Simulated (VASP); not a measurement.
# Sr2Os (Fm-3m) in VASP: notebook, part 2 of 2

VASP 6.6.1. The steps go on from the part before.

### Step 3. Single point, PBE

This run uses another cell than the first one, of 31.63 Å³/atom.

INCAR reads:

```
SYSTEM = Sr2Os
PREC     = Accurate       ! precision mode
ENCUT    = 520            ! plane-wave cutoff, eV
EDIFF    = 1E-7           ! SCF threshold, eV
ISMEAR   = 0              ! smearing method
SIGMA    = 0.1            ! smearing width, eV
LREAL    = .False.        ! projectors in reciprocal space
LASPH    = .True.         ! aspherical terms in the spheres
NELM     = 60             ! most SCF steps
ALGO     = Fast           ! electronic algorithm
ISIF     = 2              ! what is computed and relaxed
LWAVE    = .False.        ! write WAVECAR
LCHARG   = .False.        ! write CHGCAR
GGA      = PE             ! functional
NBANDS   = 21             ! bands
```

KPOINTS reads:

```
regular mesh
0
Gamma
  12 12 12
  0 0 0
```

POSCAR reads:

```
Sr2Os
1.0
    0.0000000000      3.6201296939      3.6201296939
    3.6201296939      0.0000000000      3.6201296939
    3.6201296939      3.6201296939      0.0000000000
Sr Os
2 1
Direct
    0.7500000000      0.7500000000      0.7500000000
    0.2500000000      0.2500000000      0.2500000000
    0.0000000000      0.0000000000      0.0000000000
```

Potentials or basis: VASP PAW PBE potentials, release 64 (Sr_sv, Os).

Launch:

```sh
$ cat potpaw_PBE.64/Sr_sv/POTCAR potpaw_PBE.64/Os/POTCAR > POTCAR
$ mpirun -np 1 vasp_std > vasp.out
```

OUTCAR:

```text
SYSTEM = Sr2Os
   PREC = Accurate
   ENCUT = 520
   EDIFF = 1E-7
   ISMEAR = 0
   LREAL = .False.
   LASPH = .True.
   NELM = 60
   ISIF = 2
   GGA = PE

 ion  position               nearest neighbor table
   1  0.750  0.750  0.750-   3 3.14   3 3.14   3 3.14   3 3.14   2 3.62   2 3.62   2 3.62   2 3.62
                             2 3.62   2 3.62
   2  0.250  0.250  0.250-   3 3.14   3 3.14   3 3.14   3 3.14   1 3.62   1 3.62   1 3.62   1 3.62
                             1 3.62   1 3.62
   3  0.000  0.000  0.000-   1 3.14   1 3.14   1 3.14   1 3.14   2 3.14   2 3.14   2 3.14   2 3.14

  LATTYP: Found a face centered cubic cell.
 ALAT       =     7.2402593878

  Lattice vectors:

 A1 = (   0.0000000000,   3.6201296939,   3.6201296939)
 A2 = (   3.6201296939,   0.0000000000,   3.6201296939)
 A3 = (   3.6201296939,   3.6201296939,   0.0000000000)

Analysis of symmetry for initial positions (statically):
=====================================================================
 Subroutine PRICEL returns:
 Original cell was already a primitive cell.

 Routine SETGRP: Setting up the symmetry group for a
 face centered cubic supercell.

 Subroutine GETGRP returns: Found 48 space group operations
 (whereof 48 operations were pure point group operations)
 out of a pool of 48 trial point group operations.

The static configuration has the point symmetry O_h .

Analysis of symmetry for dynamics (positions and initial velocities):
=====================================================================
 Subroutine PRICEL returns:
 Original cell was already a primitive cell.

 Routine SETGRP: Setting up the symmetry group for a
 face centered cubic supercell.

 Subroutine GETGRP returns: Found 48 space group operations
 (whereof 48 operations were pure point group operations)
 out of a pool of 48 trial point group operations.

The dynamic configuration has the point symmetry O_h .

 Subroutine INISYM returns: Found 48 space group operations
 (whereof 48 operations are pure point group operations),
 and found     1 'primitive' translations

----------------------------------------------------------------------------------------

                                     Primitive cell

  volume of cell :      94.8861

  direct lattice vectors                    reciprocal lattice vectors
     0.000000000  3.620129694  3.620129694    -0.138116599  0.138116599  0.138116599
     3.620129694  0.000000000  3.620129694     0.138116599 -0.138116599  0.138116599
     3.620129694  3.620129694  0.000000000     0.138116599  0.138116599 -0.138116599

  length of vectors
     5.119636511  5.119636511  5.119636511     0.239224966  0.239224966  0.239224966

  position of ions in fractional coordinates (direct lattice)
     0.750000000  0.750000000  0.750000000
     0.250000000  0.250000000  0.250000000
     0.000000000  0.000000000  0.000000000

  ion indices of the primitive-cell ions
   primitive index   ion index
                 1           1
                 2           2
                 3           3

----------------------------------------------------------------------------------------

 KPOINTS: regular mesh

Automatic generation of k-mesh.
 Grid dimensions read from file:
 generate k-points for:   12   12   12

 Generating k-lattice:

  Cartesian coordinates                     Fractional coordinates (reciprocal lattice)
    -0.011509717  0.011509717  0.011509717     0.083333333  0.000000000  0.000000000
     0.011509717 -0.011509717  0.011509717     0.000000000  0.083333333  0.000000000
     0.011509717  0.011509717 -0.011509717     0.000000000  0.000000000  0.083333333

  Length of vectors
     0.019935414  0.019935414  0.019935414

  Shift w.r.t. Gamma in fractional coordinates (k-lattice)
     0.000000000  0.000000000  0.000000000

 Subroutine IBZKPT returns following result:
 ===========================================

 Found     72 irreducible k-points:

 Following reciprocal coordinates:
            Coordinates               Weight
  0.000000  0.000000  0.000000      1.000000
  0.083333  0.000000  0.000000      8.000000
  0.166667  0.000000  0.000000      8.000000
  0.250000  0.000000  0.000000      8.000000
  0.333333  0.000000  0.000000      8.000000
  0.416667  0.000000  0.000000      8.000000
[... 16 lines left out ...]
  0.500000  0.166667  0.000000     24.000000
 -0.416667  0.166667  0.000000     24.000000
 [... further k-points ...]
   k-points           NKPTS =     72   k-points in BZ     NKDIM =     72   number of bands    NBANDS=     21
   number of dos      NEDOS =    301   number of ions     NIONS =      3
   total plane-waves  NPLWV =  64000
   dimension x,y,z NGX =    40 NGY =   40 NGZ =   40
   dimension x,y,z NGXF=    80 NGYF=   80 NGZF=   80
   ions per type =               2   1
   NGX,Y,Z   is equivalent  to a cutoff of  12.99, 12.99, 12.99 a.u.
   NGXF,Y,Z  is equivalent  to a cutoff of  25.98, 25.98, 25.98 a.u.
 SYSTEM =  Sr2Os
   PREC   = accura    normal or accurate (medium, high low for compatibility)
   ISTART =      0    job   : 0-new  1-cont  2-samecut
   ICHARG =      2    charge: 1-file 2-atom 10-const
   ISPIN  =      1    spin polarized calculation?
   LNONCOLLINEAR =      F non collinear calculations
   LSORBIT =      F    spin-orbit coupling
   LASPH  =      T    aspherical Exc in radial PAW
   ENCUT  =  520.0 eV  38.22 Ry    6.18 a.u.   9.52  9.52  9.52*2*pi/ulx,y,z
   NELM   =     60;   NELMIN=  2; NELMDL= -5     # of ELM steps
   EDIFF  = 0.1E-06   stopping-criterion for ELM
   LREAL  =      F    real-space projection
   EDIFFG = 0.1E-05   stopping-criterion for IOM
   NSW    =      0    number of steps for IOM
   IBRION =     -1    ionic relax: 0-MD 1-quasi-New 2-CG
   NFREE  =      0    steps in history (QN), initial steepest desc. (CG)
   ISIF   =      2    stress and relaxation
   ISYM   =      2    0-nonsym 1-usesym 2-fastsym
   POTIM  = 0.5000    time-step for ionic-motion
   TEBEG  =    0.0;   TEEND  =   0.0 temperature during run
   PSTRESS=    0.0 pullay stress
   NELECT =      28.0000    total number of electrons
   NUPDOWN=      -1.0000    fix difference up-down
   EMIN   =  10.00;   EMAX   =-10.00  energy-range for DOS
   EFERMI =   0.00;   METHOD = LEGACY
   ISMEAR =     0;   SIGMA  =   0.10  broadening in eV -4-tet -1-fermi 0-gaus
   EFERMI_NEDOS =   21; number of points for ismear=-14 and -15
   IALGO  =     68    algorithm
   IMIX   =      4    mixing-type and parameters
     AMIX     =   0.40;   BMIX     =  1.00
     AMIX_MAG =   1.60;   BMIX_MAG =  1.00
  volume/ion in A,a.u.               =      31.63       213.44
  Fermi-wavevector in a.u.,A,eV,Ry     =   1.089917  2.059644 16.162617  1.187919
  Thomas-Fermi vector in A             =   2.226130
   LORBIT       =      0    0 simple, 1 ext, 2 COOP (PROOUT), +10 PAW based schemes
   GGA     = PE    functional components
   LHFCALC =     F    Hartree Fock is set to
   AEXX    =    0.0000 exact exchange contribution
   IVDW    =     0    specifies the selected vdW correction
   LEPSILON=     F    determine dielectric tensor
   LRPA    =     F    only Hartree local field effects (RPA)
 non-spin polarized calculation
 RMM-DIIS sequential band-by-band and
 Gauss-broadening in eV      SIGMA  =   0.10
  energy-cutoff  :      520.00
  volume of cell :       94.89
 maximum number of plane-waves:      2637
 NGX is ok and might be reduce to    40
   NGX = 19   NGY = 19   NGZ = 19

 number of electron      27.9999999 magnetization

 Free energy of the ion-electron system (eV)
  ---------------------------------------------------
  ext. energy  EPLUGINS =         0.00000000
  ---------------------------------------------------
  free energy    TOTEN  =       -12.25879338 eV

  energy without entropy =      -12.24864146  energy(sigma->0) =      -12.25371742

 E-fermi :   2.3328     XC(G=0):  -9.1262

 val. band max:        2.2989362926   @ k =   0.4167   0.4167   0.0000
 cond. band min:       2.3403917848   @ k =   0.5000   0.4167   0.0000
 fundamental gap:      0.0414554922
 Fermi energy:         2.3328449671

 k-point     1 :       0.0000    0.0000    0.0000
  band No.  band energies     occupation
      1     -32.3189      2.00000
      2     -32.1968      2.00000
      3     -14.5608      2.00000
      4     -14.5608      2.00000
      5     -14.5608      2.00000
      6     -14.1546      2.00000
[... 550 lines left out ...]
      5     -14.4426      2.00000
      6     -14.2978      2.00000
[... 13 lines left out ...]
     20       6.5895      0.00000
     21       6.8998      0.00000

 [... further k-points ...]

------------------------ aborting loop because EDIFF is reached ----------------------------------------

  FORCE on cell =-STRESS in cart. coord.  units (eV):
  Direction    XX          YY          ZZ          XY          YZ          ZX
  --------------------------------------------------------------------------------------
  -------------------------------------------------------------------------------------
  Total        0.1430426      0.1430426      0.1430426      0.0000000     -0.0000000      0.0000000
  in kB        2.4153141      2.4153141      2.4153141      0.0000000     -0.0000000      0.0000000
  external PRESSURE =       2.4153141 kB  Pullay stress =       0.0000000 kB

 VOLUME and BASIS-vectors are now :
 -----------------------------------------------------------------------------
  energy-cutoff  :      520.00
  volume of cell :       94.89
      direct lattice vectors                 reciprocal lattice vectors
     0.000000000  3.620129694  3.620129694    -0.138116599  0.138116599  0.138116599
     3.620129694  0.000000000  3.620129694     0.138116599 -0.138116599  0.138116599
     3.620129694  3.620129694  0.000000000     0.138116599  0.138116599 -0.138116599

 POSITION                                       TOTAL-FORCE (eV/Angst)
 -----------------------------------------------------------------------------------
      5.43019      5.43019      5.43019        -0.000000      0.000000     -0.000000
      1.81006      1.81006      1.81006        -0.000000     -0.000000     -0.000000
      0.00000      0.00000      0.00000         0.000000      0.000000      0.000000
 -----------------------------------------------------------------------------------
    total drift:                               -0.000000     -0.000000      0.000000

  FREE ENERGIE OF THE ION-ELECTRON SYSTEM (eV)
  ---------------------------------------------------
  free  energy   TOTEN  =       -12.2587933800 eV

  energy  without entropy=      -12.2486414550  energy(sigma->0) =      -12.25371742
```

It took 2.5 min on 1 thread of Intel Xeon 6975P-C (Granite Rapids), shared host; peak memory 0.34 GiB.

What came out:

```yaml
Free_energy: -12.2588 eV
Pressure: 0.2 GPa
Band_gap_on_the_k_mesh: zero (bands 14 and 15 overlap by 0.25 eV)
```

Levels at points of the mesh, in eV from the Fermi level:
| k point | band 11 | band 12 | band 13 | band 14 | band 15 | band 16 | band 17 | band 18 |
| --- | --- | --- | --- | --- | --- | --- | --- | --- |
| (0.00, 0.00, 0.00) | -0.85 | -0.04 | -0.04 | -0.04 | 1.06 | 1.06 | 1.06 | 3.97 |
| (0.50, 0.00, 0.00) | -0.48 | -0.48 | -0.37 | -0.25 | -0.25 | 2.26 | 2.26 | 3.96 |
| (0.50, 0.50, 0.00) | -0.96 | -0.46 | -0.25 | -0.25 | 0.05 | 2.62 | 2.89 | 3.23 |

Caveat: spin-orbit coupling is left out, which moves the levels of the heavy elements.

### Step 4. Relaxation of cell and atoms, PBE

INCAR reads:

```
SYSTEM = Sr2Os
ALGO = Fast
EDIFF = 1E-6
EDIFFG = -0.01
ENCUT = 600
GGA = PE
IBRION = 2
ISIF = 3
ISMEAR = 0
LASPH = .TRUE.
LCHARG = .FALSE.
LREAL = .FALSE.
LWAVE = .FALSE.
NELM = 60
NSW = 100
PREC = Accurate
SIGMA = 0.1
```

KPOINTS reads:

```
k-points
0
G
  12 12 12
  0 0 0
```

POSCAR reads:

```
Sr2Os
1.0
    0.0000000000      3.6943734200      3.6943734200
    3.6943734200      0.0000000000      3.6943734200
    3.6943734200      3.6943734200      0.0000000000
Sr Os
2 1
Direct
    0.7500000000      0.7500000000      0.7500000000
    0.2500000000      0.2500000000      0.2500000000
    0.0000000000      0.0000000000      0.0000000000
```

Launch:

```sh
$ cat potpaw_PBE.64/Sr_sv/POTCAR potpaw_PBE.64/Os/POTCAR > POTCAR
$ mpirun -np 1 vasp_std > vasp.out
```

Run time: 5.3 min. Hardware: 1 thread of Intel Xeon 6975P-C (Granite Rapids), shared host; peak memory 0.4 GiB.

It converged, with:

```
Free energy                           : -12.2596 eV
Relaxed volume                        : 31.84 Å³/atom
Relaxed cell                          : a = 5.131 Å, b = 5.131 Å, c = 5.131 Å, α = 60.00°, β = 60.00°, γ = 60.00°
Space group after relaxing (to 0.1 Å) : Fm-3m (No. 225)
Energy gained by relaxing             : 9.7 meV/atom
Ionic steps                           : 3
Pressure after relaxing               : 0.0 GPa
Band gap on the k mesh                : zero (bands 14 and 15 overlap by 0.26 eV)
```

Step by step:
| step | energy change (eV) | largest force (eV/Å) | pressure (GPa) | volume (Å³) |
| --- | --- | --- | --- | --- |
| 1 | 0.0000 | 0.0000 | -1.68 | 100.84 |
| 2 | -0.0290 | 0.0000 | -0.09 | 95.77 |
| 3 | -0.0291 | 0.0000 | 0.05 | 95.53 |

Final structure:
```cif
data_structure
_symmetry_space_group_name_H-M 'P 1'
_symmetry_Int_Tables_number 1
_cell_length_a 5.1312
_cell_length_b 5.1312
_cell_length_c 5.1312
_cell_angle_alpha 60.000
_cell_angle_beta 60.000
_cell_angle_gamma 60.000
_cell_volume 95.53
loop_
_atom_site_label
_atom_site_type_symbol
_atom_site_fract_x
_atom_site_fract_y
_atom_site_fract_z
_atom_site_occupancy
Sr1 Sr 0.75000 0.75000 0.75000 1
Sr2 Sr 0.25000 0.25000 0.25000 1
Os1 Os 0.00000 0.00000 0.00000 1
```

Levels at points of the mesh, in eV from the Fermi level:
| k point | band 10 | band 11 | band 12 | band 13 | band 14 | band 15 | band 16 | band 17 | band 18 |
| --- | --- | --- | --- | --- | --- | --- | --- | --- | --- |
| (0.00, 0.00, 0.00) | -0.83 | -0.83 | -0.05 | -0.05 | -0.05 | 1.06 | 1.06 | 1.06 | 3.95 |
| (0.50, 0.00, 0.00) | -0.51 | -0.47 | -0.47 | -0.37 | -0.25 | -0.25 | 2.25 | 2.25 | 3.94 |
| (0.50, 0.50, 0.00) | -0.97 | -0.96 | -0.46 | -0.25 | -0.25 | 0.06 | 2.62 | 2.88 | 3.20 |

Caveat: spin-orbit coupling is left out, which moves the levels of the heavy elements.

### Step 5. Overview

```csv
task,cell,k mesh,cutoff (eV),gap on the mesh (eV),pressure (GPa)
single point,"a = 5.225 Å, angles 60.0°, 3 atoms",4 × 4 × 4,520,none,-1.6
single point,"a = 5.120 Å, angles 60.0°, 3 atoms",12 × 12 × 12,520,none,0.2
relaxation of cell and atoms,"relaxed from a = 5.225 Å, angles 60.0°, 3 atoms",12 × 12 × 12,600,none,0.0
```

Alike in all rows: level PBE; potentials or basis VASP PAW PBE potentials, release 64 (Sr_sv, Os); no spin polarisation; smearing gaussian 0.1 eV.

Caveats: some runs use coarse meshes; spin-orbit coupling is left out, which moves the levels of the heavy elements.

Total energies depend on the potentials used, so only differences within one code and one set of settings carry meaning.

The gap in the log of VASP goes by the Fermi energy; the results here count the filled bands.